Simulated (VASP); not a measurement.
Set up this calculation in VASP 6.6.1, as the native input.

```yaml
Task: electric field gradients
Functional: r2SCAN
Potentials_or_basis: VASP PAW PBE potentials, release 64 (Al)
Cutoff: 520 eV
k_mesh: 18 × 18 × 18
Occupations: fermi-dirac, width 0.08 eV
Spin: no spin polarisation
Dipole_correction: no
Further_INCAR_settings: ALGO = Normal; EDIFF = 1e-08; NBANDS = 8
```

Al:

```
CELL_PARAMETERS angstrom
-1.56032 1.56032 1.65487
1.56032 -1.56032 1.65487
1.56032 1.56032 -1.65487
ATOMIC_POSITIONS crystal
Al 0.00000 0.00000 0.00000
```

This cell differs from its parent crystal: z stretched by +4 % at fixed volume.

These files were run (other wordings do the same):

POSCAR

```
Al
1.0
   -1.5603182982      1.5603182982      1.6548674376
    1.5603182982     -1.5603182982      1.6548674376
    1.5603182982      1.5603182982     -1.6548674376
Al
1
Direct
    0.0000000000      0.0000000000      0.0000000000
```

INCAR.step1

```
ALGO = Normal
EDIFF = 1E-4
ENCUT = 520
GGA = PE
ISMEAR = -1
LASPH = T
LCHARG = F
LREAL = F
LWAVE = T
NBANDS = 8
NELM = 60
PREC = Accurate
SIGMA = 0.08
```

INCAR.step2

```
ALGO = Normal
EDIFF = 1E-8
ENCUT = 520
ISIF = 2
ISMEAR = -1
ISTART = 1
LASPH = T
LCHARG = F
LEFG = T
LMIXTAU = T
LREAL = F
LWAVE = F
METAGGA = R2SCAN
NBANDS = 8
NELM = 60
PREC = Accurate
SIGMA = 0.08
```

KPOINTS

```
k-points
0
Gamma
  18 18 18
```

Potentials or basis: VASP PAW PBE potentials, release 64 (Al).

Command:

```bash
$ cat potpaw_PBE.64/Al/POTCAR > POTCAR
$ cp INCAR.step1 INCAR
$ mpirun -np 1 vasp_std > vasp.out
$ cp INCAR.step2 INCAR
$ mpirun -np 1 vasp_std > vasp.out
```

It gave:

```
Pressure                                : 0.1 GPa
Band gap on the k mesh                  : zero (an odd number of electrons rules out a gap without spin polarisation)
Largest electric field gradient by atom : under 0.05 V/Å² on every atom
```

Caveat: the PAW data sets were made with another functional, which shifts forces and pressure a little.

It took 2.1 min on 1 thread of Intel(R) Xeon(R) Platinum 8375C CPU @ 2.90GHz (Ice Lake), with other jobs on the host, peak memory 0.17 GiB.
